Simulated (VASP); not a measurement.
# LiTi (P4/mmm) in VASP: single point with LDA

Aim: the single point of LiTi with LDA.

Program: VASP 6.6.1. These are calculated values, not measurements. Logs are shortened: lines on timing, memory, paths and dates and some standing lists are left out, and cuts for length are marked.

## 1. The cell of the first run

The structure is tetragonal, space group P4/mmm (No. 123). Conventional cell: a = 2.497 Å, b = 2.497 Å, c = 5.039 Å, α = 90.00°, β = 90.00°, γ = 90.00°. Li (site symmetry 4/mmm) has 4 Li at 2.50 Å and 8 Ti at 3.08 Å within 3.3 Å. Within 3.3 Å of Ti (site symmetry 4/mmm) lie 4 Ti at 2.50 Å and 8 Li at 3.08 Å.

## 2. Single point, LDA

Input file INCAR:

```
SYSTEM = LiTi
PREC = Accurate
ENCUT = 520
EDIFF = 1E-6
ISMEAR = 1
SIGMA = 0.05
LREAL = .FALSE.
LASPH = .TRUE.
NELM = 100
ALGO = Normal
ISIF = 2
LWAVE = .FALSE.
LCHARG = .TRUE.
LELF = .TRUE.
LVHAR = .TRUE.
NBANDS = 23
```

Input file KPOINTS:

```
regular mesh
0
G
  10 10 10
  0 0 0
```

Input file POSCAR:

```
LiTi
1.0
    5.0386071490      0.0000000000      0.0000000000
    0.0000000000      3.5308603217      0.0000000000
    0.0000000000      0.0000000000      3.5308603217
Li Ti
2 2
Direct
    0.0000000000      0.0000000000      0.0000000000
    0.0000000000      0.5000000000      0.5000000000
    0.5000000000      0.0000000000      0.5000000000
    0.5000000000      0.5000000000      0.0000000000
```

Potentials or basis: VASP PAW LDA potentials, release 64 (Li_sv, Ti_sv).

On the command line:

```sh
cat potpaw_LDA.64/Li_sv/POTCAR potpaw_LDA.64/Ti_sv/POTCAR > POTCAR
mpirun -np 1 vasp_std > vasp.out
```

OUTCAR:

```text
SYSTEM = LiTi
   PREC = Accurate
   ENCUT = 520
   EDIFF = 1E-6
   ISMEAR = 1
   LREAL = .FALSE.
   LASPH = .TRUE.
   NELM = 100
   ISIF = 2

 ion  position               nearest neighbor table
   1  0.000  0.000  0.000-   2 2.50   2 2.50   2 2.50   2 2.50
   2  0.000  0.500  0.500-   1 2.50   1 2.50   1 2.50   1 2.50
   3  0.500  0.000  0.500-   4 2.50   4 2.50   4 2.50   4 2.50
   4  0.500  0.500  0.000-   3 2.50   3 2.50   3 2.50   3 2.50

  LATTYP: Found a simple tetragonal cell.
 ALAT       =     3.5308603217
 C/A-ratio  =     1.4270196751

  Lattice vectors:

 A1 = (   0.0000000000,   3.5308603217,   0.0000000000)
 A2 = (   0.0000000000,   0.0000000000,   3.5308603217)
 A3 = (   5.0386071490,   0.0000000000,   0.0000000000)

Analysis of symmetry for initial positions (statically):
=====================================================================
 Subroutine PRICEL returns following result:

  LATTYP: Found a simple tetragonal cell.
 ALAT       =     2.4966952769
 C/A-ratio  =     2.0181105783

  Lattice vectors:

 A1 = (   0.0000000000,   1.7654301609,  -1.7654301608)
 A2 = (   0.0000000000,   1.7654301609,   1.7654301609)
 A3 = (   5.0386071490,   0.0000000000,   0.0000000000)

   2 primitive cells build up your supercell.

 Routine SETGRP: Setting up the symmetry group for a
 simple tetragonal supercell.

 Subroutine GETGRP returns: Found 16 space group operations
 (whereof 16 operations were pure point group operations)
 out of a pool of 16 trial point group operations.

The static configuration has the point symmetry D_4h.

Analysis of symmetry for dynamics (positions and initial velocities):
=====================================================================
 Subroutine PRICEL returns following result:

  LATTYP: Found a simple tetragonal cell.
 ALAT       =     2.4966952769
 C/A-ratio  =     2.0181105783

  Lattice vectors:

 A1 = (   0.0000000000,   1.7654301609,  -1.7654301608)
 A2 = (   0.0000000000,   1.7654301609,   1.7654301609)
 A3 = (   5.0386071490,   0.0000000000,   0.0000000000)

   2 primitive cells build up your supercell.

 Routine SETGRP: Setting up the symmetry group for a
 simple tetragonal supercell.

 Subroutine GETGRP returns: Found 16 space group operations
 (whereof 16 operations were pure point group operations)
 out of a pool of 16 trial point group operations.

The dynamic configuration has the point symmetry D_4h.

 Subroutine INISYM returns: Found 16 space group operations
 (whereof 16 operations are pure point group operations),
 and found     2 'primitive' translations

----------------------------------------------------------------------------------------

                                     Primitive cell

  volume of cell :      31.4081

  direct lattice vectors                    reciprocal lattice vectors
     0.000000000  1.765430161 -1.765430161     0.000000000  0.283217094 -0.283217094
     0.000000000  1.765430161  1.765430161     0.000000000  0.283217094  0.283217094
     5.038607149  0.000000000  0.000000000     0.198467547  0.000000000  0.000000000

  length of vectors
     2.496695277  2.496695277  5.038607149     0.400529456  0.400529456  0.198467547

  position of ions in fractional coordinates (direct lattice)
     0.000000000  0.000000000  0.000000000
     0.500000000  0.500000000  0.500000000

  ion indices of the primitive-cell ions
   primitive index   ion index
                 1           1
                 2           3

----------------------------------------------------------------------------------------

 KPOINTS: regular mesh

Automatic generation of k-mesh.
 Grid dimensions read from file:
 generate k-points for:   10   10   10

 Generating k-lattice:

  Cartesian coordinates                     Fractional coordinates (reciprocal lattice)
     0.019846755  0.000000000  0.000000000     0.100000000  0.000000000  0.000000000
     0.000000000  0.028321709  0.000000000     0.000000000  0.100000000  0.000000000
     0.000000000  0.000000000  0.028321709     0.000000000  0.000000000  0.100000000

  Length of vectors
     0.019846755  0.028321709  0.028321709

  Shift w.r.t. Gamma in fractional coordinates (k-lattice)
     0.000000000  0.000000000  0.000000000

 Subroutine IBZKPT returns following result:
 ===========================================

 Found    126 irreducible k-points:

 Following reciprocal coordinates:
            Coordinates               Weight
  0.000000  0.000000  0.000000      1.000000
  0.100000  0.000000  0.000000      2.000000
  0.200000  0.000000  0.000000      2.000000
  0.300000  0.000000  0.000000      2.000000
  0.400000  0.000000  0.000000      2.000000
  0.500000  0.000000  0.000000      1.000000
[... 16 lines left out ...]
  0.400000  0.300000  0.000000      8.000000
  0.500000  0.300000  0.000000      4.000000
 [... further k-points ...]
   k-points           NKPTS =    126   k-points in BZ     NKDIM =    126   number of bands    NBANDS=     23
   number of dos      NEDOS =    301   number of ions     NIONS =      4
   total plane-waves  NPLWV =  31360
   dimension x,y,z NGX =    40 NGY =   28 NGZ =   28
   dimension x,y,z NGXF=    80 NGYF=   56 NGZF=   56
   ions per type =               2   2
   NGX,Y,Z   is equivalent  to a cutoff of  13.20, 13.18, 13.18 a.u.
   NGXF,Y,Z  is equivalent  to a cutoff of  26.40, 26.37, 26.37 a.u.
 SYSTEM =  LiTi
   PREC   = accura    normal or accurate (medium, high low for compatibility)
   ISTART =      0    job   : 0-new  1-cont  2-samecut
   ICHARG =      2    charge: 1-file 2-atom 10-const
   ISPIN  =      1    spin polarized calculation?
   LNONCOLLINEAR =      F non collinear calculations
   LSORBIT =      F    spin-orbit coupling
   LASPH  =      T    aspherical Exc in radial PAW
   ENCUT  =  520.0 eV  38.22 Ry    6.18 a.u.   9.37  6.57  6.57*2*pi/ulx,y,z
   NELM   =    100;   NELMIN=  2; NELMDL= -5     # of ELM steps
   EDIFF  = 0.1E-05   stopping-criterion for ELM
   LREAL  =      F    real-space projection
   EDIFFG = 0.1E-04   stopping-criterion for IOM
   NSW    =      0    number of steps for IOM
   IBRION =     -1    ionic relax: 0-MD 1-quasi-New 2-CG
   NFREE  =      0    steps in history (QN), initial steepest desc. (CG)
   ISIF   =      2    stress and relaxation
   ISYM   =      2    0-nonsym 1-usesym 2-fastsym
   POTIM  = 0.5000    time-step for ionic-motion
   TEBEG  =    0.0;   TEEND  =   0.0 temperature during run
   PSTRESS=    0.0 pullay stress
   NELECT =      30.0000    total number of electrons
   NUPDOWN=      -1.0000    fix difference up-down
   EMIN   =  10.00;   EMAX   =-10.00  energy-range for DOS
   EFERMI =   0.00;   METHOD = LEGACY
   ISMEAR =     1;   SIGMA  =   0.05  broadening in eV -4-tet -1-fermi 0-gaus
   EFERMI_NEDOS =   21; number of points for ismear=-14 and -15
   IALGO  =     38    algorithm
   IMIX   =      4    mixing-type and parameters
     AMIX     =   0.40;   BMIX     =  1.00
     AMIX_MAG =   1.60;   BMIX_MAG =  1.00
  volume/ion in A,a.u.               =      15.70       105.98
  Fermi-wavevector in a.u.,A,eV,Ry     =   1.279651  2.418189 22.279616  1.637506
  Thomas-Fermi vector in A             =   2.412124
   LORBIT       =      0    0 simple, 1 ext, 2 COOP (PROOUT), +10 PAW based schemes
   GGA     = CA    functional components
   LHFCALC =     F    Hartree Fock is set to
   AEXX    =    0.0000 exact exchange contribution
   IVDW    =     0    specifies the selected vdW correction
   LEPSILON=     F    determine dielectric tensor
   LRPA    =     F    only Hartree local field effects (RPA)
 non-spin polarized calculation
 Methfessel and Paxton  Order N= 1 SIGMA  =   0.05
  energy-cutoff  :      520.00
  volume of cell :       62.82
 maximum number of plane-waves:      1727
 NGX is ok and might be reduce to    40
   NGX = 19   NGY = 13   NGZ = 13

 number of electron      30.0000023 magnetization

 Free energy of the ion-electron system (eV)
  ---------------------------------------------------
  ext. energy  EPLUGINS =         0.00000000
  ---------------------------------------------------
  free energy    TOTEN  =       -19.77075140 eV

  energy without entropy =      -19.77137318  energy(sigma->0) =      -19.77095866

 E-fermi :   4.9805     XC(G=0): -10.1097

 val. band max:        4.9795001128   @ k =   0.2000   0.3000   0.3000
 cond. band min:       4.9813452149   @ k =   0.2000   0.1000   0.1000
 fundamental gap:      0.0018451021
 Fermi energy:         4.9804951486

 k-point     1 :       0.0000    0.0000    0.0000
  band No.  band energies     occupation
      1     -50.8484      2.00000
      2     -50.4042      2.00000
      3     -39.6566      2.00000
      4     -39.5439      2.00000
      5     -27.8726      2.00000
      6     -27.8726      2.00000
[... 15 lines left out ...]
     22       9.5915      0.00000
     23       9.6032      0.00000

 k-point     2 :       0.1000    0.0000    0.0000
  band No.  band energies     occupation
      1     -50.8484      2.00000
      2     -50.4041      2.00000
      3     -39.6567      2.00000
      4     -39.5439      2.00000
      5     -27.8726      2.00000
      6     -27.8726      2.00000
[... 15 lines left out ...]
     22       9.7118      0.00000
     23       9.7118      0.00000

 k-point     3 :       0.2000    0.0000    0.0000
  band No.  band energies     occupation
      1     -50.8484      2.00000
      2     -50.4042      2.00000
      3     -39.6567      2.00000
      4     -39.5439      2.00000
      5     -27.8726      2.00000
      6     -27.8726      2.00000
[... 15 lines left out ...]
     22      10.0513      0.00000
     23      10.0513      0.00000
[... 495 lines left out ...]
 k-point    23 :       0.4000    0.3000    0.0000
  band No.  band energies     occupation
      1     -50.7568      2.00000
      2     -50.4957      2.00000
      3     -39.6327      2.00000
      4     -39.5663      2.00000
      5     -27.6787      2.00000
      6     -27.6497      2.00000
[... 15 lines left out ...]
     22       8.4786      0.00000
     23       8.5336      0.00000

 k-point    24 :       0.5000    0.3000    0.0000
  band No.  band energies     occupation
      1     -50.7568      2.00000
      2     -50.4957      2.00000
      3     -39.6327      2.00000
      4     -39.5663      2.00000
      5     -27.6787      2.00000
      6     -27.6497      2.00000
[... 15 lines left out ...]
     22       8.4409      0.00000
     23       8.5310      0.00000

 [... further k-points ...]
[... 5 lines left out ...]
  --------------------------------------------------------------------------------------
  -------------------------------------------------------------------------------------
  Total       -0.0569278     -0.0020582     -0.0020582     -0.0000000      0.0000000      0.0000000
  in kB       -1.4519902     -0.0524961     -0.0524961     -0.0000000      0.0000000      0.0000000
  external PRESSURE =      -0.5189942 kB  Pullay stress =       0.0000000 kB

 VOLUME and BASIS-vectors are now :
 -----------------------------------------------------------------------------
  energy-cutoff  :      520.00
  volume of cell :       62.82
      direct lattice vectors                 reciprocal lattice vectors
     5.038607149  0.000000000  0.000000000     0.198467547  0.000000000  0.000000000
     0.000000000  3.530860322  0.000000000     0.000000000  0.283217094  0.000000000
     0.000000000  0.000000000  3.530860322     0.000000000  0.000000000  0.283217094

 POSITION                                       TOTAL-FORCE (eV/Angst)
 -----------------------------------------------------------------------------------
      0.00000      0.00000      0.00000         0.000000     -0.000000      0.000000
      0.00000      1.76543      1.76543         0.000000     -0.000000      0.000000
      2.51930      0.00000      1.76543        -0.000000      0.000000     -0.000000
      2.51930      1.76543      0.00000        -0.000000      0.000000     -0.000000
 -----------------------------------------------------------------------------------
    total drift:                               -0.000000     -0.000000     -0.000000

  FREE ENERGIE OF THE ION-ELECTRON SYSTEM (eV)
  ---------------------------------------------------
  free  energy   TOTEN  =       -19.7707514007 eV

  energy  without entropy=      -19.7713731813  energy(sigma->0) =      -19.77095866
```

Run time: 2.8 min. Hardware: 1 thread of Intel Xeon 6975P-C, shared host; peak memory 0.26 GiB.

What came out:

```
Free energy            : -19.7708 eV
Band gap on the k mesh : zero (band 15 reaches 6.08 eV, above the bottom of band 16 at 4.71 eV)
```

Levels at points of the mesh, in eV from the Fermi level:
```
           k point  band 13  band 14  band 15  band 16  band 17  band 18
(0.00, 0.00, 0.00)    -1.52    -1.31    -0.50     0.30     0.30     2.38
(0.50, 0.00, 0.00)    -2.53    -1.30    -0.56     0.02     0.02     2.79
(0.00, 0.50, 0.00)    -0.44    -0.44     0.09     0.09     1.19     1.19
(0.50, 0.50, 0.00)    -1.46    -1.46     1.10     1.10     1.22     1.22
(0.00, 0.50, 0.50)    -1.34    -1.34    -0.27    -0.27     1.35     1.35
(0.50, 0.50, 0.50)    -0.76    -0.76     0.35     0.35     1.42     1.42
```

Caveat: the cutoff is under 1.25 times the usual one of these potentials, so pressure, stress and relaxed cells hold a basis-set (Pulay) error.
